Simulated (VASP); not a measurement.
Input of a VASP 6.6.1 run:

INCAR

```
ALGO = Normal
EDIFF = 1E-6
ENCUT = 520
GGA = PE
ISIF = 2
ISMEAR = 0
LASPH = True
LCHARG = False
LREAL = False
LWAVE = False
NBANDS = 16
NELM = 100
PREC = Accurate
SIGMA = 0.01
```

Contents of KPOINTS:

```
k-points
0
Gamma
  12 12 6
```

POSCAR

```
SiC
1.0
    3.0753564102      0.0000000000      0.0000000000
   -1.5376782051      2.6633367769      0.0000000000
    0.0000000000      0.0000000000      5.0481087173
Si C
2 2
Direct
    0.3333333333      0.6666666667      0.4995917774
    0.6666666667      0.3333333333      0.9995917774
    0.3333333333      0.6666666667      0.8754082226
    0.6666666667      0.3333333333      0.3754082226
```

Potentials or basis: VASP PAW PBE potentials, release 64 (Si, C).

Launch:

```bash
$ cat potpaw_PBE.64/Si/POTCAR potpaw_PBE.64/C/POTCAR > POTCAR
$ mpirun -np 1 vasp_std > vasp.out
```

**Question.** What does it give for the pressure?

**Answer.** 3.5 GPa.

**Question.** Predict the largest force.

**Answer.** 0.003 eV/Å.

**Question.** What does it give for the band gap on the k mesh?

**Answer.** 2.27 eV, indirect (least direct gap 3.97 eV).

Stress tensor (GPa, compression positive):
```
3.51 0.00 0.00
0.00 3.51 0.00
0.00 0.00 3.33
```

A k mesh can miss the band edges. Expect the measured gap to be larger: semilocal functionals such as PBE lack the derivative discontinuity.
